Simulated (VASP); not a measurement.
# Ti in VASP: single point with PBE

Aim: the single point of Ti with PBE.

Program: VASP 6.6.1. These are calculated values, not measurements. Logs are shortened: lines on timing, memory, paths and dates and some standing lists are left out, and cuts for length are marked.

## 1. The cell of the first run

The cell holds a slab with vacuum, 5 atoms: a = 2.871 Å, b = 2.871 Å, c = 24.376 Å, α = 90.00°, β = 90.00°, γ = 120.00°.

## 2. Single point, PBE

Input file INCAR:

```
SYSTEM = Ti
  ALGO = Normal
  DIPOL = 0.5 0.5 0.500
  EDIFF = 1E-6
  ENCUT = 520
  GGA = PE
  IDIPOL = 3
  ISIF = 2
  ISMEAR = -1
  LASPH = .True.
  LCHARG = .False.
  LDIPOL = .True.
  LREAL = .False.
  LWAVE = .False.
  NBANDS = 38
  NELM = 60
  PREC = Accurate
  SIGMA = 0.05
```

Input file KPOINTS:

```
k-points
0
Gamma
  11 11 1
  0 0 0
```

Input file POSCAR:

```
Ti
1.0
    2.8708535316      0.0000000000      0.0000000000
   -1.4354267658      2.4862320889      0.0000000000
    0.0000000000      0.0000000000     24.3761683716
Ti
5
Direct
    0.6666666667      0.3333333333      0.3076775597
    0.3333333333      0.6666666667      0.4038387799
    0.0000000000      0.0000000000      0.5000000000
    0.6666666667      0.3333333333      0.5961612201
    0.3333333333      0.6666666667      0.6923224403
```

Potentials or basis: VASP PAW PBE potentials, release 64 (Ti_sv).

The run is started by

```
$ cat potpaw_PBE.64/Ti_sv/POTCAR > POTCAR
$ mpirun -np 1 vasp_std > vasp.out
```

OUTCAR:

```text
SYSTEM = Ti
   EDIFF = 1E-6
   ENCUT = 520
   GGA = PE
   ISIF = 2
   ISMEAR = -1
   LASPH = .True.
   LREAL = .False.
   NELM = 60
   PREC = Accurate

 ion  position               nearest neighbor table
   1  0.667  0.333  0.308-   2 2.87   2 2.87   2 2.87
   2  0.333  0.667  0.404-   3 2.87   3 2.87   3 2.87   1 2.87   1 2.87   1 2.87
   3  0.000  0.000  0.500-   2 2.87   4 2.87   2 2.87   4 2.87   4 2.87   2 2.87
   4  0.667  0.333  0.596-   3 2.87   3 2.87   3 2.87   5 2.87   5 2.87   5 2.87
   5  0.333  0.667  0.692-   4 2.87   4 2.87   4 2.87

  LATTYP: Found a hexagonal cell.
 ALAT       =     2.8708535316
 C/A-ratio  =     8.4909132783

  Lattice vectors:

 A1 = (   2.8708535316,   0.0000000000,   0.0000000000)
 A2 = (  -1.4354267658,   2.4862320889,   0.0000000000)
 A3 = (   0.0000000000,   0.0000000000,  24.3761683716)

Analysis of symmetry for initial positions (statically):
=====================================================================
 Subroutine PRICEL returns:
 Original cell was already a primitive cell.

 Routine SETGRP: Setting up the symmetry group for a
 hexagonal supercell.

 Subroutine GETGRP returns: Found 12 space group operations
 (whereof 12 operations were pure point group operations)
 out of a pool of 24 trial point group operations.

The static configuration has the point symmetry D_3d.

Analysis of symmetry for dynamics (positions and initial velocities):
=====================================================================
 Subroutine PRICEL returns:
 Original cell was already a primitive cell.

 Routine SETGRP: Setting up the symmetry group for a
 hexagonal supercell.

 Subroutine GETGRP returns: Found 12 space group operations
 (whereof 12 operations were pure point group operations)
 out of a pool of 24 trial point group operations.

The dynamic configuration has the point symmetry D_3d.

 Subroutine INISYM returns: Found 12 space group operations
 (whereof 12 operations are pure point group operations),
 and found     1 'primitive' translations

----------------------------------------------------------------------------------------

                                     Primitive cell

  volume of cell :     173.9875

  direct lattice vectors                    reciprocal lattice vectors
     2.870853532  0.000000000  0.000000000     0.348328464  0.201107532  0.000000000
    -1.435426766  2.486232089  0.000000000     0.000000000  0.402215065  0.000000000
     0.000000000  0.000000000 24.376168372     0.000000000  0.000000000  0.041023675

  length of vectors
     2.870853532  2.870853532 24.376168372     0.402215064  0.402215065  0.041023675

  position of ions in fractional coordinates (direct lattice)
     0.666666667  0.333333333  0.307677560
     0.333333333  0.666666667  0.403838780
     0.000000000  0.000000000  0.500000000
     0.666666667  0.333333333  0.596161220
     0.333333333  0.666666667  0.692322440

  ion indices of the primitive-cell ions
   primitive index   ion index
                 1           1
                 2           2
                 3           3
                 4           4
                 5           5

----------------------------------------------------------------------------------------

 KPOINTS: k-points

Automatic generation of k-mesh.
 Grid dimensions read from file:
 generate k-points for:   11   11    1

 Generating k-lattice:

  Cartesian coordinates                     Fractional coordinates (reciprocal lattice)
     0.031666224  0.018282503  0.000000000     0.090909091  0.000000000  0.000000000
     0.000000000  0.036565006  0.000000000     0.000000000  0.090909091  0.000000000
     0.000000000  0.000000000  0.041023675     0.000000000  0.000000000  1.000000000

  Length of vectors
     0.036565006  0.036565006  0.041023675

  Shift w.r.t. Gamma in fractional coordinates (k-lattice)
     0.000000000  0.000000000  0.000000000

 Subroutine IBZKPT returns following result:
 ===========================================

 Found     16 irreducible k-points:

 Following reciprocal coordinates:
            Coordinates               Weight
  0.000000  0.000000  0.000000      1.000000
  0.090909  0.000000  0.000000      6.000000
  0.181818  0.000000  0.000000      6.000000
  0.272727  0.000000  0.000000      6.000000
  0.363636  0.000000  0.000000      6.000000
  0.454545  0.000000  0.000000      6.000000
[... 8 lines left out ...]
  0.272727  0.272727  0.000000      6.000000
  0.363636  0.272727  0.000000      6.000000
   k-points           NKPTS =     16   k-points in BZ     NKDIM =     16   number of bands    NBANDS=     38
   number of dos      NEDOS =    301   number of ions     NIONS =      5
   total plane-waves  NPLWV = 110592
   dimension x,y,z NGX =    24 NGY =   24 NGZ =  192
   dimension x,y,z NGXF=    48 NGYF=   48 NGZF=  384
   ions per type =               5
   NGX,Y,Z   is equivalent  to a cutoff of  13.90, 13.90, 13.09 a.u.
   NGXF,Y,Z  is equivalent  to a cutoff of  27.80, 27.80, 26.19 a.u.
 SYSTEM =  Ti
   PREC   = accura    normal or accurate (medium, high low for compatibility)
   ISTART =      0    job   : 0-new  1-cont  2-samecut
   ICHARG =      2    charge: 1-file 2-atom 10-const
   ISPIN  =      1    spin polarized calculation?
   LNONCOLLINEAR =      F non collinear calculations
   LSORBIT =      F    spin-orbit coupling
   LASPH  =      T    aspherical Exc in radial PAW
   ENCUT  =  520.0 eV  38.22 Ry    6.18 a.u.   5.34  5.34 45.32*2*pi/ulx,y,z
   NELM   =     60;   NELMIN=  2; NELMDL= -5     # of ELM steps
   EDIFF  = 0.1E-05   stopping-criterion for ELM
   LREAL  =      F    real-space projection
   EDIFFG = 0.1E-04   stopping-criterion for IOM
   NSW    =      0    number of steps for IOM
   IBRION =     -1    ionic relax: 0-MD 1-quasi-New 2-CG
   NFREE  =      0    steps in history (QN), initial steepest desc. (CG)
   ISIF   =      2    stress and relaxation
   ISYM   =      2    0-nonsym 1-usesym 2-fastsym
   POTIM  = 0.5000    time-step for ionic-motion
   TEBEG  =    0.0;   TEEND  =   0.0 temperature during run
   PSTRESS=    0.0 pullay stress
   NELECT =      60.0000    total number of electrons
   NUPDOWN=      -1.0000    fix difference up-down
   EMIN   =  10.00;   EMAX   =-10.00  energy-range for DOS
   EFERMI =   0.00;   METHOD = LEGACY
   ISMEAR =    -1;   SIGMA  =   0.05  broadening in eV -4-tet -1-fermi 0-gaus
   EFERMI_NEDOS =   21; number of points for ismear=-14 and -15
   IALGO  =     38    algorithm
   IMIX   =      4    mixing-type and parameters
     AMIX     =   0.40;   BMIX     =  1.00
     AMIX_MAG =   1.60;   BMIX_MAG =  1.00
  volume/ion in A,a.u.               =      34.80       234.83
  Fermi-wavevector in a.u.,A,eV,Ry     =   1.148028  2.169459 17.932052  1.317969
  Thomas-Fermi vector in A             =   2.284705
   LORBIT       =      0    0 simple, 1 ext, 2 COOP (PROOUT), +10 PAW based schemes
   GGA     = PE    functional components
   LHFCALC =     F    Hartree Fock is set to
   AEXX    =    0.0000 exact exchange contribution
   IVDW    =     0    specifies the selected vdW correction
   LEPSILON=     F    determine dielectric tensor
   LRPA    =     F    only Hartree local field effects (RPA)
 non-spin polarized calculation
  energy-cutoff  :      520.00
  volume of cell :      173.99
 maximum number of plane-waves:      4759
 NGX is ok and might be reduce to    24
   NGX = 11   NGY = 11   NGZ = 91

 dipolmoment           0.000000      0.000000     -0.000000 electrons x Angstroem

 number of electron      60.0000011 magnetization

 dipolmoment           0.000000      0.000000      0.000000 electrons x Angstroem

 Free energy of the ion-electron system (eV)
  ---------------------------------------------------
  ext. energy  EPLUGINS =         0.00000000
  ---------------------------------------------------
  free energy    TOTEN  =       -37.21711606 eV

  energy without entropy =      -37.14419913  energy(sigma->0) =      -37.18065760

 E-fermi :   1.9511     XC(G=0):  -6.4798

 val. band max:        1.9350909178   @ k =   0.1818   0.0909   0.0000
 cond. band min:       1.9549676659   @ k =   0.2727   0.1818   0.0000
 fundamental gap:      0.0198767481
 Fermi energy:         1.9511393549

 k-point     1 :       0.0000    0.0000    0.0000
  band No.  band energies     occupation
      1     -54.8826      2.00000
      2     -54.8824      2.00000
      3     -54.6766      2.00000
      4     -54.6416      2.00000
      5     -54.5711      2.00000
      6     -31.3027      2.00000
[... 30 lines left out ...]
     37       2.8987      0.00000
     38       3.0334      0.00000

 k-point     2 :       0.0909    0.0000    0.0000
  band No.  band energies     occupation
      1     -54.8749      2.00000
      2     -54.8747      2.00000
      3     -54.6678      2.00000
      4     -54.6345      2.00000
      5     -54.5655      2.00000
      6     -31.2868      2.00000
[... 30 lines left out ...]
     37       2.9839      0.00000
     38       3.0122      0.00000

 k-point     3 :       0.1818    0.0000    0.0000
  band No.  band energies     occupation
      1     -54.8541      2.00000
      2     -54.8539      2.00000
      3     -54.6439      2.00000
      4     -54.6156      2.00000
      5     -54.5507      2.00000
      6     -31.2450      2.00000
[... 30 lines left out ...]
     37       3.2646      0.00000
[... 453 lines left out ...]
 k-point    15 :       0.2727    0.2727    0.0000
  band No.  band energies     occupation
      1     -54.7782      2.00000
      2     -54.7782      2.00000
      3     -54.5499      2.00000
      4     -54.5467      2.00000
      5     -54.5033      2.00000
      6     -31.2867      2.00000
[... 30 lines left out ...]
     37       3.7521      0.00000
     38       3.8766      0.00000

 k-point    16 :       0.3636    0.2727    0.0000
  band No.  band energies     occupation
      1     -54.7731      2.00000
      2     -54.7731      2.00000
      3     -54.5426      2.00000
      4     -54.5420      2.00000
      5     -54.5010      2.00000
      6     -31.2724      2.00000
[... 30 lines left out ...]
     37       3.7762      0.00000
     38       3.9551      0.00000

------------------------ aborting loop because EDIFF is reached ----------------------------------------

 vacuum level on the upper side and lower side of the slab       (xc-potential included)        -0.232        -0.232

  FORCE on cell =-STRESS in cart. coord.  units (eV):
  Direction    XX          YY          ZZ          XY          YZ          ZX
  --------------------------------------------------------------------------------------
  -------------------------------------------------------------------------------------
  Total        0.4871497      0.4871497     -0.5497391      0.0000000      0.0000000     -0.0000000
  in kB        4.4859544      4.4859544     -5.0623135      0.0000000      0.0000000     -0.0000000
  external PRESSURE =       1.3031984 kB  Pullay stress =       0.0000000 kB

 VOLUME and BASIS-vectors are now :
 -----------------------------------------------------------------------------
  energy-cutoff  :      520.00
  volume of cell :      173.99
      direct lattice vectors                 reciprocal lattice vectors
     2.870853532  0.000000000  0.000000000     0.348328464  0.201107532  0.000000000
    -1.435426766  2.486232089  0.000000000     0.000000000  0.402215065  0.000000000
     0.000000000  0.000000000 24.376168372     0.000000000  0.000000000  0.041023675

 POSITION                                       TOTAL-FORCE (eV/Angst)
 -----------------------------------------------------------------------------------
      1.43543      0.82874      7.50000        -0.000000      0.000000      0.329698
     -0.00000      1.65749      9.84404        -0.000000     -0.000000     -0.547530
      0.00000      0.00000     12.18808         0.000000      0.000000      0.000000
      1.43543      0.82874     14.53213         0.000000      0.000000      0.547530
     -0.00000      1.65749     16.87617        -0.000000     -0.000000     -0.329698
 -----------------------------------------------------------------------------------
    total drift:                                0.000000     -0.000000      0.000000

  FREE ENERGIE OF THE ION-ELECTRON SYSTEM (eV)
  ---------------------------------------------------
  free  energy   TOTEN  =       -37.2171160629 eV

  energy  without entropy=      -37.1441991345  energy(sigma->0) =      -37.18065760

 vacuum level on the upper side and lower side of the slab         6.324         6.324
```

It used 570 s of CPU time on 1 thread of AMD EPYC 7R13 Processor (Zen 3), with other jobs on the host.

Results:

| Quantity | Value |
| --- | --- |
| Free energy | -37.2171 eV |
| Largest force | 0.548 eV/Å |
| Band gap on the k mesh | zero (band 30 reaches 2.53 eV, above the bottom of band 31 at 1.66 eV) |

Forces in eV/Å, atoms in the order of the input:
```
Ti   0.000  0.000  0.330
Ti   0.000  0.000 -0.548
Ti   0.000  0.000  0.000
Ti   0.000  0.000  0.548
Ti   0.000  0.000 -0.330
```

Levels at points of the mesh, in eV from the Fermi level:
| k point | band 27 | band 28 | band 29 | band 30 | band 31 | band 32 |
| --- | --- | --- | --- | --- | --- | --- |
| (0.00, 0.00, 0.00) | -0.07 | 0.22 | 0.34 | 0.57 | 0.74 | 0.79 |
